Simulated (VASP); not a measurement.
# Ba2Be (Pn-3m) in VASP: a series of runs

The runs below take Ba2Be through single point, relaxation of cell and atoms, with PBE.

Everything below comes from runs of VASP 6.6.1. Logs are shortened: lines on timing, memory, paths and dates and some standing lists are left out, and cuts for length are marked.

### Step 1. The cell of the first run

It takes space group Pn-3m (No. 224, cubic). The conventional cell has a = 5.646 Å, b = 5.646 Å, c = 5.646 Å, α = 90.00°, β = 90.00°, γ = 90.00°. Within 3.2 Å of Ba (site symmetry -3m) lie 2 Be at 2.44 Å. Within 3.2 Å of Be (site symmetry -43m) lie 4 Ba at 2.44 Å.

The cell was generated, and may not be a known phase.

### Step 2. Single point, PBE

Contents of INCAR:

```
PREC = Accurate
ENCUT = 520
EDIFF = 1E-7
ISMEAR = 0
SIGMA = 0.1
LREAL = False
LASPH = True
NELM = 60
ALGO = Normal
ISIF = 2
LWAVE = False
LCHARG = False
GGA = PE
NBANDS = 31
```

Contents of KPOINTS:

```
Automatic mesh
0
Gamma
  4 4 4
```

Contents of POSCAR:

```
Ba2Be
1.0
    5.6455156400      0.0000000000      0.0000000000
    0.0000000000      5.6455156400      0.0000000000
    0.0000000000      0.0000000000      5.6455156400
Ba Be
4 2
Direct
    0.2500000000      0.2500000000      0.7500000000
    0.7500000000      0.2500000000      0.2500000000
    0.2500000000      0.7500000000      0.2500000000
    0.7500000000      0.7500000000      0.7500000000
    0.5000000000      0.5000000000      0.5000000000
    0.0000000000      0.0000000000      0.0000000000
```

Potentials or basis: VASP PAW PBE potentials, release 64 (Ba_sv, Be).

Launch:

```bash
cat potpaw_PBE.64/Ba_sv/POTCAR potpaw_PBE.64/Be/POTCAR > POTCAR
mpirun -np 1 vasp_std > vasp.out
```

OUTCAR:

```text
PREC = Accurate
   ENCUT = 520
   EDIFF = 1E-7
   ISMEAR = 0
   LREAL = False
   LASPH = True
   NELM = 60
   ISIF = 2
   GGA = PE

 ion  position               nearest neighbor table
   1  0.250  0.250  0.750-   5 2.44   6 2.44   4 3.99   2 3.99   3 3.99   2 3.99   3 3.99   3 3.99
                             4 3.99   3 3.99   2 3.99   4 3.99   2 3.99   4 3.99
   2  0.750  0.250  0.250-   5 2.44   6 2.44   4 3.99   1 3.99   3 3.99   1 3.99   4 3.99   3 3.99
                             4 3.99   4 3.99   1 3.99   3 3.99   1 3.99   3 3.99
   3  0.250  0.750  0.250-   5 2.44   6 2.44   4 3.99   1 3.99   2 3.99   1 3.99   4 3.99   1 3.99
                             2 3.99   1 3.99   2 3.99   4 3.99   4 3.99   2 3.99
   4  0.750  0.750  0.750-   5 2.44   6 2.44   3 3.99   1 3.99   2 3.99   2 3.99   3 3.99   1 3.99
                             2 3.99   2 3.99   1 3.99   3 3.99   3 3.99   1 3.99
   5  0.500  0.500  0.500-   1 2.44   2 2.44   3 2.44   4 2.44
   6  0.000  0.000  0.000-   1 2.44   2 2.44   3 2.44   4 2.44

  LATTYP: Found a simple cubic cell.
 ALAT       =     5.6455156400

  Lattice vectors:

 A1 = (   5.6455156400,   0.0000000000,   0.0000000000)
 A2 = (   0.0000000000,   5.6455156400,   0.0000000000)
 A3 = (   0.0000000000,   0.0000000000,   5.6455156400)

Analysis of symmetry for initial positions (statically):
=====================================================================
 Subroutine PRICEL returns:
 Original cell was already a primitive cell.

 Routine SETGRP: Setting up the symmetry group for a
 simple cubic supercell.

 Subroutine GETGRP returns: Found 48 space group operations
 (whereof 24 operations were pure point group operations)
 out of a pool of 48 trial point group operations.

The static configuration has the point symmetry T_d .
 The point group associated with its full space group is O_h .

Analysis of symmetry for dynamics (positions and initial velocities):
=====================================================================
 Subroutine PRICEL returns:
 Original cell was already a primitive cell.

 Routine SETGRP: Setting up the symmetry group for a
 simple cubic supercell.

 Subroutine GETGRP returns: Found 48 space group operations
 (whereof 24 operations were pure point group operations)
 out of a pool of 48 trial point group operations.

The dynamic configuration has the point symmetry T_d .
 The point group associated with its full space group is O_h .

 Subroutine INISYM returns: Found 48 space group operations
 (whereof 24 operations are pure point group operations),
 and found     1 'primitive' translations

----------------------------------------------------------------------------------------

                                     Primitive cell

  volume of cell :     179.9330

  direct lattice vectors                    reciprocal lattice vectors
     5.645515640  0.000000000  0.000000000     0.177131738  0.000000000  0.000000000
     0.000000000  5.645515640  0.000000000     0.000000000  0.177131738  0.000000000
     0.000000000  0.000000000  5.645515640     0.000000000  0.000000000  0.177131738

  length of vectors
     5.645515640  5.645515640  5.645515640     0.177131738  0.177131738  0.177131738

  position of ions in fractional coordinates (direct lattice)
     0.250000000  0.250000000  0.750000000
     0.750000000  0.250000000  0.250000000
     0.250000000  0.750000000  0.250000000
     0.750000000  0.750000000  0.750000000
     0.500000000  0.500000000  0.500000000
     0.000000000  0.000000000  0.000000000

  ion indices of the primitive-cell ions
   primitive index   ion index
                 1           1
                 2           2
                 3           3
                 4           4
                 5           5
                 6           6

----------------------------------------------------------------------------------------

 KPOINTS: Automatic mesh

Automatic generation of k-mesh.
 Grid dimensions read from file:
 generate k-points for:    4    4    4

 Generating k-lattice:

  Cartesian coordinates                     Fractional coordinates (reciprocal lattice)
     0.044282935  0.000000000  0.000000000     0.250000000  0.000000000  0.000000000
     0.000000000  0.044282935  0.000000000     0.000000000  0.250000000  0.000000000
     0.000000000  0.000000000  0.044282935     0.000000000  0.000000000  0.250000000

  Length of vectors
     0.044282935  0.044282935  0.044282935

  Shift w.r.t. Gamma in fractional coordinates (k-lattice)
     0.000000000  0.000000000  0.000000000

 Subroutine IBZKPT returns following result:
 ===========================================

 Found     10 irreducible k-points:

 Following reciprocal coordinates:
            Coordinates               Weight
  0.000000  0.000000  0.000000      1.000000
  0.250000  0.000000  0.000000      6.000000
  0.500000  0.000000  0.000000      3.000000
  0.250000  0.250000  0.000000     12.000000
  0.500000  0.250000  0.000000     12.000000
  0.500000  0.500000  0.000000      3.000000
  0.250000  0.250000  0.250000      8.000000
  0.500000  0.250000  0.250000     12.000000
  0.500000  0.500000  0.250000      6.000000
  0.500000  0.500000  0.500000      1.000000
   k-points           NKPTS =     10   k-points in BZ     NKDIM =     10   number of bands    NBANDS=     31
   number of dos      NEDOS =    301   number of ions     NIONS =      6
   total plane-waves  NPLWV =  74088
   dimension x,y,z NGX =    42 NGY =   42 NGZ =   42
   dimension x,y,z NGXF=    84 NGYF=   84 NGZF=   84
   ions per type =               4   2
   NGX,Y,Z   is equivalent  to a cutoff of  12.37, 12.37, 12.37 a.u.
   NGXF,Y,Z  is equivalent  to a cutoff of  24.74, 24.74, 24.74 a.u.
 SYSTEM =  unknown system
   PREC   = accura    normal or accurate (medium, high low for compatibility)
   ISTART =      0    job   : 0-new  1-cont  2-samecut
   ICHARG =      2    charge: 1-file 2-atom 10-const
   ISPIN  =      1    spin polarized calculation?
   LNONCOLLINEAR =      F non collinear calculations
   LSORBIT =      F    spin-orbit coupling
   LASPH  =      T    aspherical Exc in radial PAW
   ENCUT  =  520.0 eV  38.22 Ry    6.18 a.u.  10.50 10.50 10.50*2*pi/ulx,y,z
   NELM   =     60;   NELMIN=  2; NELMDL= -5     # of ELM steps
   EDIFF  = 0.1E-06   stopping-criterion for ELM
   LREAL  =      F    real-space projection
   EDIFFG = 0.1E-05   stopping-criterion for IOM
   NSW    =      0    number of steps for IOM
   IBRION =     -1    ionic relax: 0-MD 1-quasi-New 2-CG
   NFREE  =      0    steps in history (QN), initial steepest desc. (CG)
   ISIF   =      2    stress and relaxation
   ISYM   =      2    0-nonsym 1-usesym 2-fastsym
   POTIM  = 0.5000    time-step for ionic-motion
   TEBEG  =    0.0;   TEEND  =   0.0 temperature during run
   PSTRESS=    0.0 pullay stress
   NELECT =      44.0000    total number of electrons
   NUPDOWN=      -1.0000    fix difference up-down
   EMIN   =  10.00;   EMAX   =-10.00  energy-range for DOS
   EFERMI =   0.00;   METHOD = LEGACY
   ISMEAR =     0;   SIGMA  =   0.10  broadening in eV -4-tet -1-fermi 0-gaus
   EFERMI_NEDOS =   21; number of points for ismear=-14 and -15
   IALGO  =     38    algorithm
   IMIX   =      4    mixing-type and parameters
     AMIX     =   0.40;   BMIX     =  1.00
     AMIX_MAG =   1.60;   BMIX_MAG =  1.00
  volume/ion in A,a.u.               =      29.99       202.37
  Fermi-wavevector in a.u.,A,eV,Ry     =   1.023738  1.934584 14.259440  1.048039
  Thomas-Fermi vector in A             =   2.157487
   LORBIT       =      0    0 simple, 1 ext, 2 COOP (PROOUT), +10 PAW based schemes
   GGA     = PE    functional components
   LHFCALC =     F    Hartree Fock is set to
   AEXX    =    0.0000 exact exchange contribution
   IVDW    =     0    specifies the selected vdW correction
   LEPSILON=     F    determine dielectric tensor
   LRPA    =     F    only Hartree local field effects (RPA)
 non-spin polarized calculation
 Gauss-broadening in eV      SIGMA  =   0.10
  energy-cutoff  :      520.00
  volume of cell :      179.93
 maximum number of plane-waves:      4945
 NGX is ok and might be reduce to    42
   NGX = 21   NGY = 21   NGZ = 21

 number of electron      43.9999995 magnetization

 Free energy of the ion-electron system (eV)
  ---------------------------------------------------
  ext. energy  EPLUGINS =         0.00000000
  ---------------------------------------------------
  free energy    TOTEN  =        -5.23393379 eV

  energy without entropy =       -5.18870924  energy(sigma->0) =       -5.21132152

 E-fermi :   3.4997     XC(G=0):  -8.9868

 val. band max:        3.4864708840   @ k =   0.5000   0.2500   0.2500
 cond. band min:       3.5173760360   @ k =   0.2500   0.2500   0.0000
 fundamental gap:      0.0309051520
 Fermi energy:         3.4997259612

 k-point     1 :       0.0000    0.0000    0.0000
  band No.  band energies     occupation
      1     -24.6797      2.00000
      2     -24.4433      2.00000
      3     -24.4433      2.00000
      4     -24.4433      2.00000
      5     -11.0374      2.00000
      6     -10.4922      2.00000
[... 23 lines left out ...]
     30       7.3813      0.00000
     31       7.5522      0.00000

 k-point     2 :       0.2500    0.0000    0.0000
  band No.  band energies     occupation
      1     -24.6459      2.00000
      2     -24.4787      2.00000
      3     -24.4429      2.00000
      4     -24.4429      2.00000
      5     -10.9062      2.00000
      6     -10.3917      2.00000
[... 23 lines left out ...]
     30       6.3847      0.00000
     31       6.4105      0.00000

 k-point     3 :       0.5000    0.0000    0.0000
  band No.  band energies     occupation
      1     -24.5631      2.00000
      2     -24.5631      2.00000
      3     -24.4425      2.00000
      4     -24.4425      2.00000
      5     -10.5816      2.00000
      6     -10.5816      2.00000
[... 227 lines left out ...]
     30       5.5282      0.00000
     31       5.5282      0.00000

 k-point    10 :       0.5000    0.5000    0.5000
  band No.  band energies     occupation
      1     -24.5117      2.00000
      2     -24.4981      2.00000
      3     -24.4981      2.00000
      4     -24.4981      2.00000
      5     -11.1309      2.00000
      6     -10.7087      2.00000
[... 23 lines left out ...]
     30       5.5561      0.00000
     31       5.5561      0.00000

------------------------ aborting loop because EDIFF is reached ----------------------------------------

  FORCE on cell =-STRESS in cart. coord.  units (eV):
  Direction    XX          YY          ZZ          XY          YZ          ZX
  --------------------------------------------------------------------------------------
  -------------------------------------------------------------------------------------
  Total       16.1751694     16.1751694     16.1751694      0.0000000      0.0000000     -0.0000000
  in kB      144.0285454    144.0285454    144.0285454      0.0000000      0.0000000     -0.0000000
  external PRESSURE =     144.0285454 kB  Pullay stress =       0.0000000 kB

 VOLUME and BASIS-vectors are now :
 -----------------------------------------------------------------------------
  energy-cutoff  :      520.00
  volume of cell :      179.93
      direct lattice vectors                 reciprocal lattice vectors
     5.645515640  0.000000000  0.000000000     0.177131738  0.000000000  0.000000000
     0.000000000  5.645515640  0.000000000     0.000000000  0.177131738  0.000000000
     0.000000000  0.000000000  5.645515640     0.000000000  0.000000000  0.177131738

 POSITION                                       TOTAL-FORCE (eV/Angst)
 -----------------------------------------------------------------------------------
      1.41138      1.41138      4.23414         0.000000      0.000000     -0.000000
      4.23414      1.41138      1.41138         0.000000      0.000000      0.000000
      1.41138      4.23414      1.41138         0.000000      0.000000     -0.000000
      4.23414      4.23414      4.23414        -0.000000     -0.000000      0.000000
      2.82276      2.82276      2.82276        -0.000000     -0.000000      0.000000
      0.00000      0.00000      0.00000        -0.000000     -0.000000      0.000000
 -----------------------------------------------------------------------------------
    total drift:                                0.000000      0.000000      0.000000

  FREE ENERGIE OF THE ION-ELECTRON SYSTEM (eV)
  ---------------------------------------------------
  free  energy   TOTEN  =        -5.2339337936 eV

  energy  without entropy=       -5.1887092377  energy(sigma->0) =       -5.21132152
```

Wall time 54 s (1 thread of Oxide Virtual Turin-like, shared host); peak memory 0.23 GiB.

Results:

* Free energy: -5.2339 eV
* Pressure: 14.4 GPa
* Band gap on the k mesh: zero (bands 22 and 23 overlap by 0.79 eV)

Caveat: the cell stands under pressure; spin-orbit coupling is left out, which moves the levels of the heavy elements.

### Step 3. Single point, PBE

This run uses another cell than the first one, of 54.87 Å³/atom.

Contents of INCAR:

```
SYSTEM = Ba2Be
PREC = Accurate
ENCUT = 520
EDIFF = 1E-7
ISMEAR = 0
SIGMA = 0.1
LREAL = .FALSE.
LASPH = .TRUE.
NELM = 80
ALGO = Normal
ISIF = 2
LWAVE = .FALSE.
LCHARG = .TRUE.
GGA = PE
LELF = .TRUE.
LVHAR = .TRUE.
NBANDS = 31
```

Contents of KPOINTS:

```
Automatic mesh
0
G
  4 4 4
  0 0 0
```

Edit POSCAR of step 2 so:

```diff
@@ -2,5 +2,5 @@
 1.0
-    5.6455156400      0.0000000000      0.0000000000
-    0.0000000000      5.6455156400      0.0000000000
-    0.0000000000      0.0000000000      5.6455156400
+    6.9049132162      0.0000000000      0.0000000000
+    0.0000000000      6.9049132162      0.0000000000
+    0.0000000000      0.0000000000      6.9049132162
 Ba Be
```

Potentials or basis: VASP PAW PBE potentials, release 64 (Ba_sv, Be).

Launch:

```bash
cat potpaw_PBE.64/Ba_sv/POTCAR potpaw_PBE.64/Be/POTCAR > POTCAR
mpirun -np 1 vasp_std > vasp.out
```

Run time: 2.2 min. Hardware: 1 thread of Oxide Virtual Turin-like, shared host; peak memory 0.38 GiB.

Results (log left out):

```
Free energy            : -10.4435 eV
Pressure               : 0.4 GPa
Band gap on the k mesh : zero (bands 22 and 23 overlap by 0.23 eV)
```

Levels at points of the mesh, in eV from the Fermi level:
```tsv
k point	band 18	band 19	band 20	band 21	band 22	band 23	band 24	band 25	band 26	band 27
(0.00, 0.00, 0.00)	-1.48	-1.13	-1.13	-1.13	-1.09	0.20	0.20	0.91	0.91	0.91
(0.50, 0.00, 0.00)	-2.93	-0.57	-0.57	-0.33	-0.33	-0.02	-0.02	0.33	0.33	0.70
(0.50, 0.50, 0.00)	-2.76	-1.06	-1.06	-0.02	-0.02	0.28	0.28	0.32	0.32	0.57
(0.50, 0.50, 0.50)	-1.69	-1.06	-1.06	-1.06	0.21	0.21	0.21	0.31	0.31	0.31
```

Caveat: spin-orbit coupling is left out, which moves the levels of the heavy elements.

(Continued in part 2 of 2.)

The gap in the log of VASP goes by the Fermi energy; the results here count the filled bands.